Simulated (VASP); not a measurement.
# Re (P-3m1) in VASP: a series of runs

Re is run at these levels: PBEsol; tasks: single point.

Everything below comes from runs of VASP 6.6.1. Logs are shortened: lines on timing, memory, paths and dates and some standing lists are left out, and cuts for length are marked.

### Step 1. The cell of the first run

It takes space group P-3m1 (No. 164, trigonal). Conventional cell: a = 2.796 Å, b = 2.796 Å, c = 4.517 Å, α = 90.00°, β = 90.00°, γ = 120.00°. Within 3.4 Å of Re (site symmetry 3m) lie 12 Re at 2.55 to 3.01 Å.

### Step 2. Single point, PBEsol

File INCAR:

```
PREC = Accurate ; ENCUT = 520
EDIFF = 1E-7 ; ISMEAR = 0
SIGMA = 0.15 ; LREAL = F
LASPH = T ; NELM = 100
ALGO = Normal ; ISIF = 2
LWAVE = F ; LCHARG = F
GGA = PS ; NBANDS = 14
```

File KPOINTS:

```
regular mesh
0
Gamma
  18 18 10
```

File POSCAR:

```
Re
1.0
    2.7962252402      0.0000000000      0.0000000000
   -1.3981126201      2.4216020927      0.0000000000
    0.0000000000      0.0000000000      4.5174931797
Re
2
Direct
    0.3333333333      0.6666666667      0.2187843934
    0.6666666667      0.3333333333      0.7812156066
```

Potentials or basis: VASP PAW PBE potentials, release 64 (Re).

Launch:

```bash
$ cat potpaw_PBE.64/Re/POTCAR > POTCAR
$ mpirun -np 1 vasp_std > vasp.out
```

OUTCAR:

```text
PREC = Accurate
   ENCUT = 520
   EDIFF = 1E-7
   ISMEAR = 0
   LREAL = F
   LASPH = T
   NELM = 100
   ISIF = 2
   GGA = PS

 ion  position               nearest neighbor table
   1  0.333  0.667  0.219-   2 2.55   2 2.55   2 2.55   2 3.01   2 3.01   2 3.01
   2  0.667  0.333  0.781-   1 2.55   1 2.55   1 2.55   1 3.01   1 3.01   1 3.01

  LATTYP: Found a hexagonal cell.
 ALAT       =     2.7962252402
 C/A-ratio  =     1.6155684151

  Lattice vectors:

 A1 = (   2.7962252402,   0.0000000000,   0.0000000000)
 A2 = (  -1.3981126201,   2.4216020927,   0.0000000000)
 A3 = (   0.0000000000,   0.0000000000,   4.5174931797)

Analysis of symmetry for initial positions (statically):
=====================================================================
 Subroutine PRICEL returns:
 Original cell was already a primitive cell.

 Routine SETGRP: Setting up the symmetry group for a
 hexagonal supercell.

 Subroutine GETGRP returns: Found 12 space group operations
 (whereof 12 operations were pure point group operations)
 out of a pool of 24 trial point group operations.

The static configuration has the point symmetry D_3d.

Analysis of symmetry for dynamics (positions and initial velocities):
=====================================================================
 Subroutine PRICEL returns:
 Original cell was already a primitive cell.

 Routine SETGRP: Setting up the symmetry group for a
 hexagonal supercell.

 Subroutine GETGRP returns: Found 12 space group operations
 (whereof 12 operations were pure point group operations)
 out of a pool of 24 trial point group operations.

The dynamic configuration has the point symmetry D_3d.

 Subroutine INISYM returns: Found 12 space group operations
 (whereof 12 operations are pure point group operations),
 and found     1 'primitive' translations

----------------------------------------------------------------------------------------

                                     Primitive cell

  volume of cell :      30.5895

  direct lattice vectors                    reciprocal lattice vectors
     2.796225240  0.000000000  0.000000000     0.357624982  0.206474879  0.000000000
    -1.398112620  2.421602093  0.000000000     0.000000000  0.412949759  0.000000000
     0.000000000  0.000000000  4.517493180     0.000000000  0.000000000  0.221361707

  length of vectors
     2.796225240  2.796225240  4.517493180     0.412949759  0.412949759  0.221361707

  position of ions in fractional coordinates (direct lattice)
     0.333333333  0.666666667  0.218784393
[... 83 lines left out ...]
   NFREE  =      0    steps in history (QN), initial steepest desc. (CG)
   ISIF   =      2    stress and relaxation
   ISYM   =      2    0-nonsym 1-usesym 2-fastsym
   POTIM  = 0.5000    time-step for ionic-motion
   TEBEG  =    0.0;   TEEND  =   0.0 temperature during run
   PSTRESS=    0.0 pullay stress
   NELECT =      14.0000    total number of electrons
   NUPDOWN=      -1.0000    fix difference up-down
   EMIN   =  10.00;   EMAX   =-10.00  energy-range for DOS
   EFERMI =   0.00;   METHOD = LEGACY
   ISMEAR =     0;   SIGMA  =   0.15  broadening in eV -4-tet -1-fermi 0-gaus
   EFERMI_NEDOS =   21; number of points for ismear=-14 and -15
   IALGO  =     38    algorithm
   IMIX   =      4    mixing-type and parameters
     AMIX     =   0.40;   BMIX     =  1.00
     AMIX_MAG =   1.60;   BMIX_MAG =  1.00
  volume/ion in A,a.u.               =      15.29       103.21
  Fermi-wavevector in a.u.,A,eV,Ry     =   1.261615  2.384106 21.656003  1.591671
  Thomas-Fermi vector in A             =   2.395065
   LORBIT       =      0    0 simple, 1 ext, 2 COOP (PROOUT), +10 PAW based schemes
   GGA     = PS    functional components
   LHFCALC =     F    Hartree Fock is set to
   AEXX    =    0.0000 exact exchange contribution
   IVDW    =     0    specifies the selected vdW correction
   LEPSILON=     F    determine dielectric tensor
   LRPA    =     F    only Hartree local field effects (RPA)
 non-spin polarized calculation
 Gauss-broadening in eV      SIGMA  =   0.15
  energy-cutoff  :      520.00
  volume of cell :       30.59
 maximum number of plane-waves:       839
 NGX is ok and might be reduce to    24
   NGX = 11   NGY = 11   NGZ = 17

 number of electron      14.0000000 magnetization

 Free energy of the ion-electron system (eV)
  ---------------------------------------------------
  ext. energy  EPLUGINS =         0.00000000
  ---------------------------------------------------
  free energy    TOTEN  =       -26.43415042 eV

  energy without entropy =      -26.41909120  energy(sigma->0) =      -26.42662081

 E-fermi :   7.1519     XC(G=0): -13.5509

 val. band max:        7.1360513753   @ k =   0.4444   0.1111   0.2000
 cond. band min:       7.1534864365   @ k =  -0.1111   0.5000   0.4000
 fundamental gap:      0.0174350611
 Fermi energy:         7.1519390155

 k-point     1 :       0.0000    0.0000    0.0000
  band No.  band energies     occupation
      1      -2.3584      2.00000
      2       0.6941      2.00000
      3       5.4471      2.00000
      4       5.4471      2.00000
      5       5.7063      2.00000
      6       5.9083      2.00000
      7       5.9083      2.00000
      8       7.9416      0.00000
      9       7.9416      0.00000
     10       8.5207      0.00000
     11      10.8249      0.00000
     12      10.8249      0.00000
     13      15.5280      0.00000
     14      21.1918      0.00000
[... 377 lines left out ...]
      1       1.5827      2.00000
      2       1.8764      2.00000
      3       2.4519      2.00000
      4       4.8511      2.00000
      5       5.3127      2.00000
      6       6.0327      2.00000
      7       6.8835      1.98863
      8      10.3949      0.00000
      9      10.7091      0.00000
     10      11.3924      0.00000
     11      12.6058      0.00000
     12      15.2179      0.00000
     13      16.6633      0.00000
     14      17.9242      0.00000

 [... further k-points ...]
[... 5 lines left out ...]
  --------------------------------------------------------------------------------------
  -------------------------------------------------------------------------------------
  Total       -1.7239076     -1.7239076      0.1632820      0.0000000      0.0000000     -0.0000000
  in kB      -90.2925920    -90.2925920      8.5521750      0.0000000      0.0000000     -0.0000000
  external PRESSURE =     -57.3443363 kB  Pullay stress =       0.0000000 kB

 VOLUME and BASIS-vectors are now :
 -----------------------------------------------------------------------------
  energy-cutoff  :      520.00
  volume of cell :       30.59
      direct lattice vectors                 reciprocal lattice vectors
     2.796225240  0.000000000  0.000000000     0.357624982  0.206474879  0.000000000
    -1.398112620  2.421602093  0.000000000     0.000000000  0.412949759  0.000000000
     0.000000000  0.000000000  4.517493180     0.000000000  0.000000000  0.221361707

 POSITION                                       TOTAL-FORCE (eV/Angst)
 -----------------------------------------------------------------------------------
     -0.00000      1.61440      0.98836         0.000000      0.000000      2.563921
      1.39811      0.80720      3.52914        -0.000000      0.000000     -2.563921
 -----------------------------------------------------------------------------------
    total drift:                                0.000000     -0.000000      0.000000

  FREE ENERGIE OF THE ION-ELECTRON SYSTEM (eV)
  ---------------------------------------------------
  free  energy   TOTEN  =       -26.4341504246 eV

  energy  without entropy=      -26.4190911973  energy(sigma->0) =      -26.42662081
```

OSZICAR:

```text
N       E                     dE             d eps       ncg     rms          rms(c)
DAV:   1     0.184463147826E+02    0.18446E+02   -0.67606E+03 18480   0.123E+03
DAV:   2    -0.268366653895E+02   -0.45283E+02   -0.39862E+02 15120   0.276E+02
DAV:   3    -0.279348603155E+02   -0.10982E+01   -0.10697E+01 14476   0.448E+01
DAV:   4    -0.279464231224E+02   -0.11563E-01   -0.11549E-01 14224   0.315E+00
DAV:   5    -0.279466596680E+02   -0.23655E-03   -0.23652E-03 14256   0.791E-01    0.440E+01
DAV:   6    -0.268092583852E+02    0.11374E+01   -0.10509E+00 15986   0.251E+01    0.180E+01
DAV:   7    -0.264474928804E+02    0.36177E+00   -0.65029E-01 16112   0.202E+01    0.636E-01
DAV:   8    -0.264356129747E+02    0.11880E-01   -0.99921E-03 15052   0.892E-01    0.226E-01
DAV:   9    -0.264341405457E+02    0.14724E-02   -0.12139E-03 15876   0.333E-01    0.358E-02
DAV:  10    -0.264341446055E+02   -0.40598E-05   -0.43322E-05 14614   0.732E-02    0.275E-02
DAV:  11    -0.264341506108E+02   -0.60053E-05   -0.18673E-05 15448   0.420E-02    0.510E-03
DAV:  12    -0.264341505060E+02    0.10483E-06   -0.17406E-07  9476   0.124E-02    0.478E-03
DAV:  13    -0.264341504246E+02    0.81377E-07   -0.86114E-07 12208   0.108E-02
   1 F= -.26434150E+02 E0= -.26426621E+02  d E =-.150592E-01
```

stdout:

```text
POSCAR found type information on POSCAR Re
 POSCAR found :  1 types and       2 ions
 scaLAPACK will be used
 -----------------------------------------------------------------------------
|                                                                             |
|                                                                             |
|     You enforced a specific xc type in the INCAR file but a different       |
|     I HOPE YOU KNOW WHAT YOU ARE DOING!                                     |
|                                                                             |
 -----------------------------------------------------------------------------

 LDA part: xc-table for (Slater+PW92), standard interpolation
 POSCAR, INCAR and KPOINTS ok, starting setup
 FFT: planning ... GRIDC
 FFT: planning ... GRID_SOFT
 FFT: planning ... GRID
 WAVECAR not read
 entering main loop
```

Run time: 83 s. Hardware: 1 thread of Intel Xeon Platinum 8488C (Sapphire Rapids), shared host; peak memory 0.26 GiB.

What came out:

```yaml
Free_energy: -26.4342 eV
Pressure: -5.7 GPa
Largest_force: 2.564 eV/Å
Band_gap_on_the_k_mesh: zero (band 7 reaches 8.84 eV, above the bottom of band 8 at 6.03 eV)
```

Forces in eV/Å, atoms in the order of the input:
```
Re   0.000  0.000  2.564
Re   0.000  0.000 -2.564
```

Levels at points of the mesh, in eV from the Fermi level:
| k point | band 3 | band 4 | band 5 | band 6 | band 7 | band 8 | band 9 | band 10 | band 11 | band 12 |
| --- | --- | --- | --- | --- | --- | --- | --- | --- | --- | --- |
| (0.00, 0.00, 0.00) | -1.70 | -1.70 | -1.45 | -1.24 | -1.24 | 0.79 | 0.79 | 1.37 | 3.67 | 3.67 |
| (0.50, 0.00, 0.00) | -4.83 | -1.97 | -1.51 | -1.06 | -0.20 | 3.73 | 4.07 | 4.79 | 5.85 | 6.91 |
| (0.00, 0.00, 0.50) | -3.29 | -1.87 | -1.87 | -1.74 | -1.74 | -0.57 | 2.11 | 2.11 | 3.41 | 3.41 |
| (0.50, 0.00, 0.50) | -4.52 | -2.89 | -0.79 | 0.99 | 1.16 | 1.75 | 3.59 | 3.87 | 4.39 | 5.45 |

Caveat: the PAW data sets were made with another functional, which shifts forces and pressure a little; spin-orbit coupling is left out, which moves the levels of the heavy elements.

### Step 3. Single point, PBEsol

This run uses another cell than the first one, of 13.84 Å³/atom, 0.905 times its volume.

File INCAR:

```
PREC = Accurate
ENCUT = 520
EDIFF = 1E-6
ISMEAR = 0
SIGMA = 0.15
LREAL = False
LASPH = True
NELM = 60
ALGO = Normal
ISIF = 2
LWAVE = False
LCHARG = False
GGA = PS
NBANDS = 14
```

File KPOINTS:

```
Automatic mesh
0
Gamma
  18 18 10
```

File POSCAR:

```
Re
1.0
    2.7043653769      0.0000000000      0.0000000000
   -1.3521826885      2.3420491175      0.0000000000
    0.0000000000      0.0000000000      4.3690872859
Re
2
Direct
    0.3333333333      0.6666666667      0.2344034496
    0.6666666667      0.3333333333      0.7655965504
```

Potentials or basis: VASP PAW PBE potentials, release 64 (Re).

Launch:

```bash
$ cat potpaw_PBE.64/Re/POTCAR > POTCAR
$ mpirun -np 1 vasp_std > vasp.out
```

Wall time 49 s (1 thread of Intel Xeon 6975P-C (Granite Rapids), shared host); peak memory 0.22 GiB.

Results (log left out):

```yaml
Free_energy: -26.5681 eV
Pressure: 26.5 GPa
Largest_force: 1.450 eV/Å
Band_gap_on_the_k_mesh: zero (band 7 reaches 10.17 eV, above the bottom of band 8 at 6.79 eV)
```

Forces in eV/Å, atoms in the order of the input:
```
Re   0.000  0.000  1.450
Re   0.000  0.000 -1.450
```

Stress tensor (GPa, compression positive):
```
25.60  0.00  0.00
 0.00 25.60  0.00
 0.00  0.00 28.28
```

Levels at points of the mesh, in eV from the Fermi level:
```
           k point  band 4  band 5  band 6  band 7  band 8  band 9  band 10  band 11
(0.00, 0.00, 0.00)   -1.79   -1.72   -0.99   -0.99    0.43    0.43     1.03     3.83
(0.50, 0.00, 0.00)   -2.15   -1.66   -1.37   -0.50    4.40    4.79     5.19     6.71
(0.00, 0.00, 0.50)   -1.97   -1.97   -1.86   -1.86   -1.65    2.54     2.54     3.30
(0.50, 0.00, 0.50)   -3.96   -0.24    1.14    1.18    1.18    4.63     4.70     4.91
```

Caveat: the PAW data sets were made with another functional, which shifts forces and pressure a little; spin-orbit coupling is left out, which moves the levels of the heavy elements.

### Step 4. Single point, PBEsol

This run uses another cell than the first one, of 13.84 Å³/atom, 0.905 times its volume.

File INCAR:

```
SYSTEM = Re
PREC = Accurate ; ENCUT = 520
EDIFF = 1E-7 ; ISMEAR = 0
SIGMA = 0.15 ; LREAL = .FALSE.
LASPH = .TRUE. ; NELM = 60
ALGO = Fast ; ISIF = 2
LWAVE = .FALSE. ; LCHARG = .FALSE.
GGA = PS ; NBANDS = 14
```

File KPOINTS:

```
regular mesh
0
G
  18 18 10
  0 0 0
```

File POSCAR:

```
Re
1.0
    2.7043653769      0.0000000000      0.0000000000
   -1.3521826885      2.3420491175      0.0000000000
    0.0000000000      0.0000000000      4.3690872859
Re
2
Direct
    0.3333333333      0.6666666667      0.2031878430
    0.6666666667      0.3333333333      0.7968121570
```

Launch:

```bash
$ cat potpaw_PBE.64/Re/POTCAR > POTCAR
$ mpirun -np 1 vasp_std > vasp.out
```

Run time: 54 s. Hardware: 1 thread of Intel Xeon 6975P-C (Granite Rapids), shared host; peak memory 0.22 GiB.

The run converged. Its results:

```yaml
Free_energy: -25.2789 eV
Pressure: 60.2 GPa
Largest_force: 8.463 eV/Å
Band_gap_on_the_k_mesh: zero (band 7 reaches 10.53 eV, above the bottom of band 8 at 7.38 eV)
```

Forces on the atoms (eV/Å):
```
Re   0.000  0.000  8.463
Re   0.000  0.000 -8.463
```

Stress tensor (GPa, compression positive):
```
54.26  0.00  0.00
 0.00 54.26  0.00
 0.00  0.00 72.01
```

Levels at points of the mesh, in eV from the Fermi level:
```tsv
k point	band 4	band 5	band 6	band 7	band 8	band 9	band 10	band 11
(0.00, 0.00, 0.00)	-2.70	-2.34	-2.34	-1.94	1.14	1.14	2.49	4.48
(0.50, 0.00, 0.00)	-2.85	-1.61	-1.26	0.01	3.91	4.38	5.80	6.55
(0.00, 0.00, 0.50)	-2.87	-2.87	-2.69	-2.69	0.39	2.27	2.27	4.38
(0.50, 0.00, 0.50)	-3.01	-1.86	1.14	1.44	2.37	3.20	4.02	5.11
```

Caveat: the PAW data sets were made with another functional, which shifts forces and pressure a little; spin-orbit coupling is left out, which moves the levels of the heavy elements.
